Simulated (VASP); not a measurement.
Write the native input for VASP 6.6.1 that does the following.

```
Task                   : single point
Functional             : LDA
Potentials or basis    : VASP PAW LDA potentials, release 64 (Al, Ga_d, N)
Cutoff                 : 520 eV
k mesh                 : 8 × 8 × 6
Occupations            : gaussian, width 0.05 eV
Spin                   : no spin polarisation
Dipole correction      : no
Further INCAR settings : ALGO = Normal; EDIFF = 1e-06; NBANDS = 21
```

The structure of AlGaN2 lies in POSCAR:

```
AlGaN2
1.0
    3.0374043075      0.0000000000      0.0000000000
    0.0000000000      3.0374043075      0.0000000000
    0.0000000000      0.0000000000      4.2747219141
Al Ga N
1 1 2
Direct
    0.5000000000      0.5000000000      0.5000000000
    0.0000000000      0.0000000000      0.0000000000
    0.5000000000      0.0000000000      0.7400513246
    0.0000000000      0.5000000000      0.2599486754
```

This cell differs from its parent crystal: strain -0.025 along x and y, -0.025 along z.

The input as run:

INCAR

```
SYSTEM = AlGaN2
PREC = Accurate
ENCUT = 520
EDIFF = 1E-6
ISMEAR = 0
SIGMA = 0.05
LREAL = .FALSE.
LASPH = .TRUE.
NELM = 60
ALGO = Normal
ISIF = 2
LWAVE = .FALSE.
LCHARG = .TRUE.
GGA = CA
LELF = .TRUE.
LVHAR = .TRUE.
NBANDS = 21
```

KPOINTS

```
regular mesh
0
G
  8 8 6
  0 0 0
```

Potentials or basis: VASP PAW LDA potentials, release 64 (Al, Ga_d, N).

The run is started by

```bash
$ cat potpaw_LDA.64/Al/POTCAR potpaw_LDA.64/Ga_d/POTCAR potpaw_LDA.64/N/POTCAR > POTCAR
$ mpirun -np 1 vasp_std > vasp.out
```

It gave:

The pressure is 19.5 GPa and the largest force is 0.070 eV/Å. The band gap on the k mesh is 3.26 eV, indirect (least direct gap 3.56 eV).

Caveat: the cell differs from its parent crystal (strain -0.025 along x and y, -0.025 along z).

It took 57 s on 1 thread of Intel Xeon 8259CL, on a shared host, peak memory 0.17 GiB.
